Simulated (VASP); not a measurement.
# Na (Im-3m) in VASP: a series of runs

The runs below take Na through single point, relaxation of cell and atoms, with r2SCAN.

All numbers are computed with VASP 6.6.1; they aren't measurements. Logs are shortened: lines on timing, memory, paths and dates and some standing lists are left out, and cuts for length are marked.

### Step 1. The cell of the first run

It takes space group Im-3m (No. 229, cubic). The conventional cell has a = 4.388 Å, b = 4.388 Å, c = 4.388 Å, α = 90.00°, β = 90.00°, γ = 90.00°. Within 5.0 Å of Na (site symmetry m-3m) lie 14 Na at 3.80 to 4.39 Å.

### Step 2. Single point, r2SCAN (42.23 Å³/atom)

Input file POSCAR:

```
Na
1.0
   -2.1938287580      2.1938287580      2.1938287580
    2.1938287580     -2.1938287580      2.1938287580
    2.1938287580      2.1938287580     -2.1938287580
Na
1
Direct
    0.0000000000      0.0000000000      0.0000000000
```

Input file INCAR.step1:

```
SYSTEM = Na
PREC = Accurate
ENCUT = 520
ISMEAR = -1
SIGMA = 0.1
LREAL = .False.
LASPH = .True.
NELM = 60
NBANDS = 10
GGA = PE
ALGO = Normal
EDIFF = 1E-4
LWAVE = .True.
LCHARG = .False.
```

Input file INCAR.step2:

```
SYSTEM = Na
PREC = Accurate
ENCUT = 520
EDIFF = 1E-6
ISMEAR = -1
SIGMA = 0.1
LREAL = .False.
LASPH = .True.
NELM = 60
ALGO = Normal
ISIF = 2
LWAVE = .False.
LCHARG = .False.
METAGGA = R2SCAN
LMIXTAU = .True.
NBANDS = 10
ISTART = 1
```

Input file KPOINTS:

```
Automatic mesh
0
Gamma
  17 17 17
  0 0 0
```

Potentials or basis: VASP PAW PBE potentials, release 64 (Na_pv).

Command:

```bash
$ cat potpaw_PBE.64/Na_pv/POTCAR > POTCAR
$ cp INCAR.step1 INCAR
$ mpirun -np 1 vasp_std > vasp.out
$ cp INCAR.step2 INCAR
$ mpirun -np 1 vasp_std > vasp.out
```

OUTCAR:

```text
SYSTEM = Na
   PREC = Accurate
   ENCUT = 520
   EDIFF = 1E-6
   ISMEAR = -1
   LREAL = .False.
   LASPH = .True.
   NELM = 60
   ISIF = 2
   METAGGA = R2SCAN
   ISTART = 1

 ion  position               nearest neighbor table
   1  0.000  0.000  0.000-

  LATTYP: Found a body centered cubic cell.
 ALAT       =     4.3876575160

  Lattice vectors:

 A1 = (  -2.1938287580,   2.1938287580,   2.1938287580)
 A2 = (   2.1938287580,  -2.1938287580,   2.1938287580)
 A3 = (   2.1938287580,   2.1938287580,  -2.1938287580)

Analysis of symmetry for initial positions (statically):
=====================================================================
 Subroutine PRICEL returns:
 Original cell was already a primitive cell.

 Routine SETGRP: Setting up the symmetry group for a
 body centered cubic supercell.

 Subroutine GETGRP returns: Found 48 space group operations
 (whereof 48 operations were pure point group operations)
 out of a pool of 48 trial point group operations.

The static configuration has the point symmetry O_h .

Analysis of symmetry for dynamics (positions and initial velocities):
=====================================================================
 Subroutine PRICEL returns:
 Original cell was already a primitive cell.

 Routine SETGRP: Setting up the symmetry group for a
 body centered cubic supercell.

 Subroutine GETGRP returns: Found 48 space group operations
 (whereof 48 operations were pure point group operations)
 out of a pool of 48 trial point group operations.

The dynamic configuration has the point symmetry O_h .

 Subroutine INISYM returns: Found 48 space group operations
 (whereof 48 operations are pure point group operations),
 and found     1 'primitive' translations

----------------------------------------------------------------------------------------

                                     Primitive cell

  volume of cell :      42.2346

  direct lattice vectors                    reciprocal lattice vectors
    -2.193828758  2.193828758  2.193828758     0.000000000  0.227912046  0.227912046
     2.193828758 -2.193828758  2.193828758     0.227912046  0.000000000  0.227912046
     2.193828758  2.193828758 -2.193828758     0.227912046  0.227912046  0.000000000

  length of vectors
     3.799822872  3.799822872  3.799822872     0.322316306  0.322316306  0.322316306

  position of ions in fractional coordinates (direct lattice)
     0.000000000  0.000000000  0.000000000

  ion indices of the primitive-cell ions
   primitive index   ion index
                 1           1

----------------------------------------------------------------------------------------

 KPOINTS: Automatic mesh

Automatic generation of k-mesh.
 Grid dimensions read from file:
 generate k-points for:   17   17   17

 Generating k-lattice:

  Cartesian coordinates                     Fractional coordinates (reciprocal lattice)
     0.000000000  0.013406591  0.013406591     0.058823529  0.000000000  0.000000000
     0.013406591  0.000000000  0.013406591     0.000000000  0.058823529  0.000000000
     0.013406591  0.013406591  0.000000000     0.000000000  0.000000000  0.058823529

  Length of vectors
     0.018959783  0.018959783  0.018959783

  Shift w.r.t. Gamma in fractional coordinates (k-lattice)
     0.000000000  0.000000000  0.000000000

 Subroutine IBZKPT returns following result:
 ===========================================

 Found    165 irreducible k-points:

 Following reciprocal coordinates:
            Coordinates               Weight
  0.000000  0.000000  0.000000      1.000000
  0.058824  0.000000  0.000000     12.000000
  0.117647  0.000000  0.000000     12.000000
  0.176471  0.000000  0.000000     12.000000
  0.235294  0.000000  0.000000     12.000000
  0.294118  0.000000  0.000000     12.000000
[... 16 lines left out ...]
  0.411765  0.117647  0.000000     48.000000
  0.176471  0.176471  0.000000     24.000000
 [... further k-points ...]
   k-points           NKPTS =    165   k-points in BZ     NKDIM =    165   number of bands    NBANDS=     10
   number of dos      NEDOS =    301   number of ions     NIONS =      1
   total plane-waves  NPLWV =  21952
   dimension x,y,z NGX =    28 NGY =   28 NGZ =   28
   dimension x,y,z NGXF=    56 NGYF=   56 NGZF=   56
   ions per type =               1
   NGX,Y,Z   is equivalent  to a cutoff of  12.25, 12.25, 12.25 a.u.
   NGXF,Y,Z  is equivalent  to a cutoff of  24.50, 24.50, 24.50 a.u.
 SYSTEM =  Na
   PREC   = accura    normal or accurate (medium, high low for compatibility)
   ISTART =      1    job   : 0-new  1-cont  2-samecut
   ICHARG =      0    charge: 1-file 2-atom 10-const
   ISPIN  =      1    spin polarized calculation?
   LNONCOLLINEAR =      F non collinear calculations
   LSORBIT =      F    spin-orbit coupling
   LASPH  =      T    aspherical Exc in radial PAW
   ENCUT  =  520.0 eV  38.22 Ry    6.18 a.u.   7.07  7.07  7.07*2*pi/ulx,y,z
   NELM   =     60;   NELMIN=  2; NELMDL=  0     # of ELM steps
   EDIFF  = 0.1E-05   stopping-criterion for ELM
   LREAL  =      F    real-space projection
   EDIFFG = 0.1E-04   stopping-criterion for IOM
   NSW    =      0    number of steps for IOM
   IBRION =     -1    ionic relax: 0-MD 1-quasi-New 2-CG
   NFREE  =      0    steps in history (QN), initial steepest desc. (CG)
   ISIF   =      2    stress and relaxation
   ISYM   =      2    0-nonsym 1-usesym 2-fastsym
   POTIM  = 0.5000    time-step for ionic-motion
   TEBEG  =    0.0;   TEEND  =   0.0 temperature during run
   PSTRESS=    0.0 pullay stress
   NELECT =       7.0000    total number of electrons
   NUPDOWN=      -1.0000    fix difference up-down
   EMIN   =  10.00;   EMAX   =-10.00  energy-range for DOS
   EFERMI =   0.00;   METHOD = LEGACY
   ISMEAR =    -1;   SIGMA  =   0.10  broadening in eV -4-tet -1-fermi 0-gaus
   EFERMI_NEDOS =   21; number of points for ismear=-14 and -15
   IALGO  =     38    algorithm
   IMIX   =      4    mixing-type and parameters
     AMIX     =   0.40;   BMIX     =  1.00
     AMIX_MAG =   1.60;   BMIX_MAG =  1.00
  volume/ion in A,a.u.               =      42.23       285.01
  Fermi-wavevector in a.u.,A,eV,Ry     =   0.899259  1.699353 11.002579  0.808667
  Thomas-Fermi vector in A             =   2.022070
   LORBIT       =      0    0 simple, 1 ext, 2 COOP (PROOUT), +10 PAW based schemes
   METAGGA = R2SCAN    functional components
   LHFCALC =     F    Hartree Fock is set to
   AEXX    =    0.0000 exact exchange contribution
   IVDW    =     0    specifies the selected vdW correction
   LEPSILON=     F    determine dielectric tensor
   LRPA    =     F    only Hartree local field effects (RPA)
 non-spin polarized calculation
  energy-cutoff  :      520.00
  volume of cell :       42.23
 maximum number of plane-waves:      1157
   NGX = 15   NGY = 15   NGZ = 15

 number of electron       6.9999984 magnetization

 Free energy of the ion-electron system (eV)
  ---------------------------------------------------
  ext. energy  EPLUGINS =         0.00000000
  ---------------------------------------------------
  free energy    TOTEN  =        -3.54848854 eV

  energy without entropy =       -3.53225751  energy(sigma->0) =       -3.54037303

 E-fermi :   0.0086     XC(G=0):  -6.5606

 val. band max:       -0.0191820207   @ k =  -0.3529   0.4118   0.1765
 cond. band min:       0.0803653161   @ k =   0.4118   0.0588  -0.0000
 fundamental gap:      0.0995473368
 Fermi energy:         0.0086129321

 k-point     1 :       0.0000    0.0000    0.0000
  band No.  band energies     occupation
      1     -26.1317      2.00000
      2     -26.1317      2.00000
      3     -26.1315      2.00000
      4      -3.2176      2.00000
      5      11.6014      0.00000
      6      11.6014      0.00000
      7      11.6014      0.00000
      8      12.7286      0.00000
      9      12.7286      0.00000
     10      13.2999      0.00000

 k-point     2 :       0.0588    0.0000    0.0000
  band No.  band energies     occupation
      1     -26.1324      2.00000
      2     -26.1319      2.00000
      3     -26.1317      2.00000
      4      -3.1578      2.00000
      5      10.7916      0.00000
      6      11.1983      0.00000
      7      11.3718      0.00000
      8      12.1664      0.00000
      9      12.2236      0.00000
     10      13.5527      0.00000

 k-point     3 :       0.1176    0.0000    0.0000
  band No.  band energies     occupation
      1     -26.1346      2.00000
      2     -26.1327      2.00000
      3     -26.1317      2.00000
      4      -2.9789      2.00000
      5       9.2940      0.00000
      6      10.5144      0.00000
      7      10.9108      0.00000
      8      11.4640      0.00000
      9      11.9995      0.00000
     10      13.6053      0.00000

 k-point     4 :       0.1765    0.0000    0.0000
  band No.  band energies     occupation
      1     -26.1379      2.00000
      2     -26.1338      2.00000
      3     -26.1317      2.00000
      4      -2.6819      2.00000
      5       7.7863      0.00000
      6       9.8634      0.00000
      7      10.4357      0.00000
      8      10.8464      0.00000
      9      11.7037      0.00000
     10      13.7569      0.00000
[... 222 lines left out ...]
 k-point    22 :       0.3529    0.1176    0.0000
  band No.  band energies     occupation
      1     -26.1518      2.00000
      2     -26.1395      2.00000
      3     -26.1328      2.00000
      4      -0.1937      1.76636
      5       2.7452      0.00000
      6       6.5037      0.00000
      7       8.6530      0.00000
      8      10.3793      0.00000
      9      12.3735      0.00000
     10      14.2466      0.00000

 k-point    23 :       0.4118    0.1176    0.0000
  band No.  band energies     occupation
      1     -26.1530      2.00000
      2     -26.1402      2.00000
      3     -26.1328      2.00000
      4       0.6075      0.00500
      5       1.7410      0.00000
      6       6.3916      0.00000
      7       8.5499      0.00000
      8      10.2780      0.00000
      9      12.2986      0.00000
     10      14.7919      0.00000

 k-point    24 :       0.1765    0.1765    0.0000
  band No.  band energies     occupation
      1     -26.1458      2.00000
      2     -26.1365      2.00000
      3     -26.1332      2.00000
      4      -1.6249      2.00000
      5       5.6857      0.00000
      6       6.4315      0.00000
      7       9.1077      0.00000
      8      11.3451      0.00000
      9      12.2926      0.00000
     10      14.5318      0.00000

 [... further k-points ...]

------------------------ aborting loop because EDIFF is reached ----------------------------------------

  FORCE on cell =-STRESS in cart. coord.  units (eV):
  Direction    XX          YY          ZZ          XY          YZ          ZX
  --------------------------------------------------------------------------------------
  -------------------------------------------------------------------------------------
  Total       -0.1778041     -0.1778041     -0.1778041      0.0000000      0.0000000     -0.0000000
  in kB       -6.7450354     -6.7450354     -6.7450354      0.0000000      0.0000000     -0.0000000
  external PRESSURE =      -6.7450354 kB  Pullay stress =       0.0000000 kB

 VOLUME and BASIS-vectors are now :
 -----------------------------------------------------------------------------
  energy-cutoff  :      520.00
  volume of cell :       42.23
      direct lattice vectors                 reciprocal lattice vectors
    -2.193828758  2.193828758  2.193828758     0.000000000  0.227912046  0.227912046
     2.193828758 -2.193828758  2.193828758     0.227912046  0.000000000  0.227912046
     2.193828758  2.193828758 -2.193828758     0.227912046  0.227912046  0.000000000

 POSITION                                       TOTAL-FORCE (eV/Angst)
 -----------------------------------------------------------------------------------
      0.00000      0.00000      0.00000        -0.000000      0.000000      0.000000
 -----------------------------------------------------------------------------------
    total drift:                               -0.000000     -0.000000     -0.000000

  FREE ENERGIE OF THE ION-ELECTRON SYSTEM (eV)
  ---------------------------------------------------
  free  energy   TOTEN  =        -3.5484885441 eV

  energy  without entropy=       -3.5322575111  energy(sigma->0) =       -3.54037303
```

It took 5.3 min on 1 thread of Intel Xeon 8259CL, shared host; peak memory 0.2 GiB.

Results:

```yaml
Free_energy: -3.5485 eV
Pressure: -0.7 GPa
Band_gap_on_the_k_mesh: zero (an odd number of electrons rules out a gap without spin polarisation)
```

Caveat: the PAW data sets were made with another functional, which shifts forces and pressure a little.

### Step 3. Relaxation of cell and atoms, r2SCAN

This run uses another cell than the first one, of 37.71 Å³/atom.

Input file POSCAR:

```
Na
1.0
   -2.1125000000      2.1125000000      2.1125000000
    2.1125000000     -2.1125000000      2.1125000000
    2.1125000000      2.1125000000     -2.1125000000
Na
1
Direct
    0.0000000000      0.0000000000      0.0000000000
```

Input file INCAR.step1:

```
SYSTEM = Na
PREC     = Accurate       ! precision mode
ENCUT    = 600            ! plane-wave cutoff, eV
ISMEAR   = -1             ! smearing method
SIGMA    = 0.1            ! smearing width, eV
LREAL    = .FALSE.        ! projectors in reciprocal space
LASPH    = .TRUE.         ! aspherical terms in the spheres
NELM     = 80             ! most SCF steps
GGA      = PE             ! functional
ALGO     = Normal         ! electronic algorithm
EDIFF    = 1E-4           ! SCF threshold, eV
LWAVE    = .TRUE.         ! write WAVECAR
LCHARG   = .FALSE.        ! write CHGCAR
```

Input file INCAR.step2:

```
SYSTEM = Na
PREC     = Accurate       ! precision mode
ENCUT    = 600            ! plane-wave cutoff, eV
EDIFF    = 1E-7           ! SCF threshold, eV
ISMEAR   = -1             ! smearing method
SIGMA    = 0.1            ! smearing width, eV
LREAL    = .FALSE.        ! projectors in reciprocal space
LASPH    = .TRUE.         ! aspherical terms in the spheres
NELM     = 80             ! most SCF steps
ALGO     = Normal         ! electronic algorithm
ISIF     = 3              ! what is computed and relaxed
LWAVE    = .FALSE.        ! write WAVECAR
LCHARG   = .FALSE.        ! write CHGCAR
METAGGA  = R2SCAN         ! meta-GGA
LMIXTAU  = .TRUE.       
IBRION   = 2              ! ionic algorithm
NSW      = 80             ! ionic steps
EDIFFG   = -0.01          ! ionic threshold
ISTART   = 1
```

Input file KPOINTS:

```
Automatic mesh
0
G
  11 11 11
  0 0 0
```

Potentials or basis: VASP PAW PBE potentials, release 64 (Na_pv).

Command:

```bash
$ cat potpaw_PBE.64/Na_pv/POTCAR > POTCAR
$ cp INCAR.step1 INCAR
$ mpirun -np 1 vasp_std > vasp.out
$ cp INCAR.step2 INCAR
$ mpirun -np 1 vasp_std > vasp.out
```

Wall time 2.5 min (1 thread of Intel Xeon 8259CL, shared host); peak memory 0.17 GiB.

It converged, with:

```yaml
Free_energy: -3.5628 eV
Pressure_after_relaxing: 0.0 GPa
Band_gap_on_the_k_mesh: zero (an odd number of electrons rules out a gap without spin polarisation)
```

Final structure:
```cif
data_structure
_symmetry_space_group_name_H-M 'P 1'
_symmetry_Int_Tables_number 1
_cell_length_a 3.6590
_cell_length_b 3.6590
_cell_length_c 3.6590
_cell_angle_alpha 109.471
_cell_angle_beta 109.471
_cell_angle_gamma 109.471
_cell_volume 37.71
loop_
_atom_site_label
_atom_site_type_symbol
_atom_site_fract_x
_atom_site_fract_y
_atom_site_fract_z
_atom_site_occupancy
Na1 Na 0.00000 0.00000 0.00000 1
```

Levels at points of the mesh, in eV from the Fermi level:
```tsv
k point	band 1	band 2	band 3	band 4	band 5	band 6	band 7
(0.00, 0.00, 0.00)	-26.05	-26.05	-26.05	-3.48	12.28	12.28	12.28
```

Caveat: the PAW data sets were made with another functional, which shifts forces and pressure a little.

The gap in the log of VASP goes by the Fermi energy; the results here count the filled bands.